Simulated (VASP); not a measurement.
A run of VASP 6.6.1 is set up as follows.

INCAR

```
SYSTEM = SnSe2
PREC = Accurate
ENCUT = 520
EDIFF = 1E-6
ISMEAR = 0
SIGMA = 0.1
LREAL = .False.
LASPH = .True.
NELM = 100
ALGO = Fast
ISIF = 2
LWAVE = .False.
LCHARG = .True.
LVHAR = .True.
NBANDS = 64
KPAR = 4
```

File KPOINTS:

```
Automatic mesh
0
Gamma
  6 6 6
  0 0 0
```

POSCAR

```
SnSe2
1.0
   -3.8169728433      5.3907809798      6.7204758081
    3.8169728433     -5.3907809798      6.7204758081
    3.8169728433      5.3907809798     -6.7204758081
Sn Se
4 8
Direct
    0.8444841776      0.8098191808      0.0346649968
    0.7248458160      0.1901808192      0.5346649968
    0.1555158224      0.1901808192      0.9653350032
    0.2751541840      0.8098191808      0.4653350032
    0.1441459894      0.8941459894      0.2500000000
    0.8558540106      0.1058540106      0.7500000000
    0.6492662337      0.5000000000      0.6492662337
    0.3507337663      0.0000000000      0.8507337663
    0.3507337663      0.5000000000      0.3507337663
    0.6492662337      0.0000000000      0.1492662337
    0.0000000000      0.0000000000      0.0000000000
    0.5000000000      0.0000000000      0.5000000000
```

Potentials or basis: VASP PAW LDA potentials, release 64 (Sn_d, Se).

Command:

```console
$ cat potpaw_LDA.64/Sn_d/POTCAR potpaw_LDA.64/Se/POTCAR > POTCAR
$ mpirun -np 4 vasp_std > vasp.out
```

(1) Estimate the largest force.

(2) What does it give for the pressure?

Results:

(1) 0.029 eV/Å.

(2) 0.1 GPa.
